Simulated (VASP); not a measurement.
# KBr (R-3m) in VASP: a series of runs

Runs on KBr. Level: PBEsol. Tasks: single point.

All numbers are computed with VASP 6.6.1; they aren't measurements. Logs are shortened: lines on timing, memory, paths and dates and some standing lists are left out, and cuts for length are marked.

## 1. The cell of the first run

It takes space group R-3m (No. 166, trigonal). Conventional cell: a = 3.676 Å, b = 3.676 Å, c = 18.008 Å, α = 90.00°, β = 90.00°, γ = 120.00°. Within 4.8 Å of K (site symmetry -3m) lie 6 Br at 3.68 Å and 6 K at 3.68 Å. Within 4.8 Å of Br (site symmetry -3m) lie 6 K at 3.68 Å and 6 Br at 3.68 Å.

## 2. Single point, PBEsol

File INCAR:

```
  PREC = Accurate
  ENCUT = 520
  EDIFF = 1E-7
  ISMEAR = 0
  SIGMA = 0.05
  LREAL = F
  LASPH = T
  NELM = 80
  ALGO = Normal
  ISIF = 2
  LWAVE = F
  LCHARG = T
  GGA = PS
  LELF = T
  LVHAR = T
  NBANDS = 15
```

File KPOINTS:

```
Automatic mesh
0
Gamma
  8 8 8
```

File POSCAR:

```
KBr
1.0
    1.7328485704      4.3321214260      4.3321214260
    4.3321214260      1.7328485704      4.3321214260
    4.3321214260      4.3321214260      1.7328485704
K Br
1 1
Direct
    0.0000000000      0.0000000000      0.0000000000
    0.5000000000      0.5000000000      0.5000000000
```

Potentials or basis: VASP PAW PBE potentials, release 64 (K_sv, Br).

The run is started by

```bash
$ cat potpaw_PBE.64/K_sv/POTCAR potpaw_PBE.64/Br/POTCAR > POTCAR
$ mpirun -np 1 vasp_std > vasp.out
```

OUTCAR:

```text
PREC = Accurate
   ENCUT = 520
   EDIFF = 1E-7
   ISMEAR = 0
   LREAL = F
   LASPH = T
   NELM = 80
   ISIF = 2
   GGA = PS

 ion  position               nearest neighbor table
   1  0.000  0.000  0.000-
   2  0.500  0.500  0.500-

  LATTYP: Found a trigonal (rhomboedric) cell.
 ALAT       =     6.3668921985
 COS(alpha) =     0.8333333333

  Lattice vectors:

 A1 = (   1.7328485704,   4.3321214260,   4.3321214260)
 A2 = (   4.3321214260,   1.7328485704,   4.3321214260)
 A3 = (   4.3321214260,   4.3321214260,   1.7328485704)

Analysis of symmetry for initial positions (statically):
=====================================================================
 Subroutine PRICEL returns:
 Original cell was already a primitive cell.

 Routine SETGRP: Setting up the symmetry group for a
 trigonal (rhombohedral) supercell.

 Subroutine GETGRP returns: Found 12 space group operations
 (whereof 12 operations were pure point group operations)
 out of a pool of 12 trial point group operations.

The static configuration has the point symmetry D_3d.

Analysis of symmetry for dynamics (positions and initial velocities):
=====================================================================
 Subroutine PRICEL returns:
 Original cell was already a primitive cell.

 Routine SETGRP: Setting up the symmetry group for a
 trigonal (rhombohedral) supercell.

 Subroutine GETGRP returns: Found 12 space group operations
 (whereof 12 operations were pure point group operations)
 out of a pool of 12 trial point group operations.

The dynamic configuration has the point symmetry D_3d.

 Subroutine INISYM returns: Found 12 space group operations
 (whereof 12 operations are pure point group operations),
 and found     1 'primitive' translations

----------------------------------------------------------------------------------------

                                     Primitive cell

  volume of cell :      70.2450

  direct lattice vectors                    reciprocal lattice vectors
     1.732848570  4.332121426  4.332121426    -0.224421739  0.160301242  0.160301242
     4.332121426  1.732848570  4.332121426     0.160301242 -0.224421739  0.160301242
     4.332121426  4.332121426  1.732848570     0.160301242  0.160301242 -0.224421739

  length of vectors
     6.366892198  6.366892198  6.366892198     0.318995444  0.318995444  0.318995444

  position of ions in fractional coordinates (direct lattice)
     0.000000000  0.000000000  0.000000000
     0.500000000  0.500000000  0.500000000

  ion indices of the primitive-cell ions
   primitive index   ion index
                 1           1
                 2           2

----------------------------------------------------------------------------------------

 KPOINTS: Automatic mesh

Automatic generation of k-mesh.
 Grid dimensions read from file:
 generate k-points for:    8    8    8

 Generating k-lattice:

  Cartesian coordinates                     Fractional coordinates (reciprocal lattice)
    -0.028052717  0.020037655  0.020037655     0.125000000  0.000000000  0.000000000
     0.020037655 -0.028052717  0.020037655     0.000000000  0.125000000  0.000000000
     0.020037655  0.020037655 -0.028052717     0.000000000  0.000000000  0.125000000

  Length of vectors
     0.039874430  0.039874430  0.039874430

  Shift w.r.t. Gamma in fractional coordinates (k-lattice)
     0.000000000  0.000000000  0.000000000

 Subroutine IBZKPT returns following result:
 ===========================================

 Found     65 irreducible k-points:

 Following reciprocal coordinates:
            Coordinates               Weight
  0.000000  0.000000  0.000000      1.000000
  0.125000  0.000000  0.000000      6.000000
  0.250000  0.000000  0.000000      6.000000
  0.375000  0.000000  0.000000      6.000000
  0.500000  0.000000  0.000000      3.000000
  0.125000  0.125000  0.000000      6.000000
[... 16 lines left out ...]
  0.250000  0.125000  0.125000      6.000000
  0.375000  0.125000  0.125000      6.000000
 [... further k-points ...]
   k-points           NKPTS =     65   k-points in BZ     NKDIM =     65   number of bands    NBANDS=     15
   number of dos      NEDOS =    301   number of ions     NIONS =      2
   total plane-waves  NPLWV = 110592
   dimension x,y,z NGX =    48 NGY =   48 NGZ =   48
   dimension x,y,z NGXF=    96 NGYF=   96 NGZF=   96
   ions per type =               1   1
   NGX,Y,Z   is equivalent  to a cutoff of  12.53, 12.53, 12.53 a.u.
   NGXF,Y,Z  is equivalent  to a cutoff of  25.07, 25.07, 25.07 a.u.
 SYSTEM =  unknown system
   PREC   = accura    normal or accurate (medium, high low for compatibility)
   ISTART =      0    job   : 0-new  1-cont  2-samecut
   ICHARG =      2    charge: 1-file 2-atom 10-const
   ISPIN  =      1    spin polarized calculation?
   LNONCOLLINEAR =      F non collinear calculations
   LSORBIT =      F    spin-orbit coupling
   LASPH  =      T    aspherical Exc in radial PAW
   ENCUT  =  520.0 eV  38.22 Ry    6.18 a.u.  11.84 11.84 11.84*2*pi/ulx,y,z
   NELM   =     80;   NELMIN=  2; NELMDL= -5     # of ELM steps
   EDIFF  = 0.1E-06   stopping-criterion for ELM
   LREAL  =      F    real-space projection
   EDIFFG = 0.1E-05   stopping-criterion for IOM
   NSW    =      0    number of steps for IOM
   IBRION =     -1    ionic relax: 0-MD 1-quasi-New 2-CG
   NFREE  =      0    steps in history (QN), initial steepest desc. (CG)
   ISIF   =      2    stress and relaxation
   ISYM   =      2    0-nonsym 1-usesym 2-fastsym
   POTIM  = 0.5000    time-step for ionic-motion
   TEBEG  =    0.0;   TEEND  =   0.0 temperature during run
   PSTRESS=    0.0 pullay stress
   NELECT =      16.0000    total number of electrons
   NUPDOWN=      -1.0000    fix difference up-down
   EMIN   =  10.00;   EMAX   =-10.00  energy-range for DOS
   EFERMI =   0.00;   METHOD = LEGACY
   ISMEAR =     0;   SIGMA  =   0.05  broadening in eV -4-tet -1-fermi 0-gaus
   EFERMI_NEDOS =   21; number of points for ismear=-14 and -15
   IALGO  =     38    algorithm
   IMIX   =      4    mixing-type and parameters
     AMIX     =   0.40;   BMIX     =  1.00
     AMIX_MAG =   1.60;   BMIX_MAG =  1.00
  volume/ion in A,a.u.               =      35.12       237.02
  Fermi-wavevector in a.u.,A,eV,Ry     =   0.999792  1.889333 13.600164  0.999584
  Thomas-Fermi vector in A             =   2.132106
   LORBIT       =      0    0 simple, 1 ext, 2 COOP (PROOUT), +10 PAW based schemes
   GGA     = PS    functional components
   LHFCALC =     F    Hartree Fock is set to
   AEXX    =    0.0000 exact exchange contribution
   IVDW    =     0    specifies the selected vdW correction
   LEPSILON=     F    determine dielectric tensor
   LRPA    =     F    only Hartree local field effects (RPA)
 non-spin polarized calculation
 Gauss-broadening in eV      SIGMA  =   0.05
  energy-cutoff  :      520.00
  volume of cell :       70.25
 maximum number of plane-waves:      1911
   NGX = 23   NGY = 23   NGZ = 23

 number of electron      15.9999998 magnetization

 Free energy of the ion-electron system (eV)
  ---------------------------------------------------
  ext. energy  EPLUGINS =         0.00000000
  ---------------------------------------------------
  free energy    TOTEN  =        -4.79293795 eV

  energy without entropy =       -4.79235471  energy(sigma->0) =       -4.79264633

 E-fermi :   0.9921     XC(G=0):  -7.7904

 val. band max:        0.9725505803   @ k =   0.0000   0.0000   0.0000
 cond. band min:       1.0953629170   @ k =   0.1250   0.0000   0.0000
 fundamental gap:      0.1228123367
 Fermi energy:         0.9921154943

 k-point     1 :       0.0000    0.0000    0.0000
  band No.  band energies     occupation
      1     -31.0168      2.00000
      2     -14.4134      2.00000
      3     -14.4134      2.00000
      4     -14.3414      2.00000
      5     -12.9276      2.00000
      6      -1.8623      2.00000
      7       0.5732      2.00000
      8       0.9726      1.42000
      9       0.9726      1.42000
     10       5.6193      0.00000
     11       6.0868      0.00000
     12       6.0868      0.00000
     13       8.0939      0.00000
     14       8.0939      0.00000
     15       8.2614      0.00000

 k-point     2 :       0.1250    0.0000    0.0000
  band No.  band energies     occupation
      1     -31.0082      2.00000
      2     -14.4904      2.00000
      3     -14.4295      2.00000
      4     -14.3297      2.00000
      5     -12.8548      2.00000
      6      -1.8021      2.00000
      7       0.2199      2.00000
      8       0.8575      1.99986
      9       1.0954      0.00350
     10       5.6060      0.00000
     11       6.0495      0.00000
     12       6.3660      0.00000
     13       7.3555      0.00000
     14       8.0642      0.00000
     15       8.7226      0.00000

 k-point     3 :       0.2500    0.0000    0.0000
  band No.  band energies     occupation
      1     -30.9873      2.00000
      2     -14.6689      2.00000
      3     -14.4681      2.00000
      4     -14.3009      2.00000
      5     -12.6746      2.00000
      6      -1.6352      2.00000
      7      -0.8557      2.00000
      8       0.5998      2.00000
      9       1.9871      0.00000
     10       4.8064      0.00000
     11       6.5743      0.00000
     12       6.8774      0.00000
     13       7.1584      0.00000
     14       7.9730      0.00000
     15       8.3402      0.00000
[... 343 lines left out ...]
 k-point    23 :       0.2500    0.1250    0.1250
  band No.  band energies     occupation
      1     -31.0082      2.00000
      2     -14.4902      2.00000
      3     -14.4295      2.00000
      4     -14.3426      2.00000
      5     -12.8350      2.00000
      6      -1.9616      2.00000
      7       0.2827      2.00000
      8       0.8498      1.99994
      9       1.3448      0.00000
     10       5.6507      0.00000
     11       5.9292      0.00000
     12       6.3825      0.00000
     13       7.3944      0.00000
     14       8.1465      0.00000
     15       8.4319      0.00000

 k-point    24 :       0.3750    0.1250    0.1250
  band No.  band energies     occupation
      1     -30.9873      2.00000
      2     -14.6681      2.00000
      3     -14.4681      2.00000
      4     -14.3114      2.00000
      5     -12.6594      2.00000
      6      -1.7577      2.00000
      7      -0.8237      2.00000
      8       0.5937      2.00000
      9       2.2667      0.00000
     10       4.8710      0.00000
     11       6.1403      0.00000
     12       7.1790      0.00000
     13       7.2831      0.00000
     14       7.9260      0.00000
     15       8.0383      0.00000

 [... further k-points ...]

------------------------ aborting loop because EDIFF is reached ----------------------------------------

  FORCE on cell =-STRESS in cart. coord.  units (eV):
  Direction    XX          YY          ZZ          XY          YZ          ZX
  --------------------------------------------------------------------------------------
  -------------------------------------------------------------------------------------
  Total       -0.4034923     -0.4034923     -0.4034923     -3.0788698     -3.0788698     -3.0788698
  in kB       -9.2030181     -9.2030181     -9.2030181    -70.2241203    -70.2241203    -70.2241203
  external PRESSURE =      -9.2030181 kB  Pullay stress =       0.0000000 kB

 VOLUME and BASIS-vectors are now :
 -----------------------------------------------------------------------------
  energy-cutoff  :      520.00
  volume of cell :       70.25
      direct lattice vectors                 reciprocal lattice vectors
     1.732848570  4.332121426  4.332121426    -0.224421739  0.160301242  0.160301242
     4.332121426  1.732848570  4.332121426     0.160301242 -0.224421739  0.160301242
     4.332121426  4.332121426  1.732848570     0.160301242  0.160301242 -0.224421739

 POSITION                                       TOTAL-FORCE (eV/Angst)
 -----------------------------------------------------------------------------------
      0.00000      0.00000      0.00000        -0.000000      0.000000     -0.000000
      5.19855      5.19855      5.19855         0.000000     -0.000000      0.000000
 -----------------------------------------------------------------------------------
    total drift:                               -0.000000     -0.000000     -0.000000

  FREE ENERGIE OF THE ION-ELECTRON SYSTEM (eV)
  ---------------------------------------------------
  free  energy   TOTEN  =        -4.7929379490 eV

  energy  without entropy=       -4.7923547064  energy(sigma->0) =       -4.79264633
```

Wall time 2.3 min (1 thread of AMD EPYC 7R13, shared host); peak memory 0.35 GiB.

What came out:

| Property | Result |
| --- | --- |
| Free energy | -4.7929 eV |
| Pressure | -0.9 GPa |
| Band gap on the k mesh | zero (filled and empty bands overlap) |

Caveat: the PAW data sets were made with another functional, which shifts forces and pressure a little.

[end of part 1 of 2]
